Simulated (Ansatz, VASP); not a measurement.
**Al3VN4 in VASP and in Ansatz**

```xyz
8
Lattice="2.8655 0.0000 0.0000 0.0000 2.8655 0.0000 0.0000 0.0000 8.3777" Properties=species:S:1:pos:R:3 pbc="T T T"
Al    0.0000    0.0000    6.3189
Al    1.4328    1.4328    0.0000
Al    0.0000    0.0000    2.0588
V     1.4328    1.4328    4.1889
N     0.0000    0.0000    0.0000
N     1.4328    1.4328    2.0378
N     0.0000    0.0000    4.1889
N     1.4328    1.4328    6.3399
```

Alike in both runs: functional PBE; k mesh 14 × 14 × 6; occupations gaussian, width 0.1 eV; collinear spin.

Ansatz relaxed the structure, and its values are those at the end. VASP's run is a single point on that final structure, the one shown.

|  | VASP | Ansatz |
| --- | --- | --- |
| version | VASP 6.6.1 | Ansatz 0.2.0 |
| potentials or method | VASP PAW PBE potentials, release 64 (Al, V_sv, N), cutoff 520 eV | scalar-relativistic, plane waves, PAW |
| valence electrons in the cell | 42 | 42 |

VASP gave:

| Item | Value |
| --- | --- |
| gap on the k mesh at the Fermi level (eV) | none |
| pressure (GPa) | -1.1 |
| rms of the force components (eV/Å) | 0.025 |
| net moment per atom (μB) | 0.00 |
| size of the moment on the site where the two differ most (μB) | 0.00 |

Question: Estimate Ansatz's values.

Answer: gap on the k mesh at the Fermi level (eV): none; pressure (GPa): 0.0; rms of the force components (eV/Å): 0.001; net moment per atom (μB): 0.12; size of the moment on the site where the two differ most (μB): 0.70.

The net moments are unlike, so the other rows may belong to different states. Site moments also hang on the region over which each program counts them. A gap of «none» marks a metal or a gap that the smearing closes.
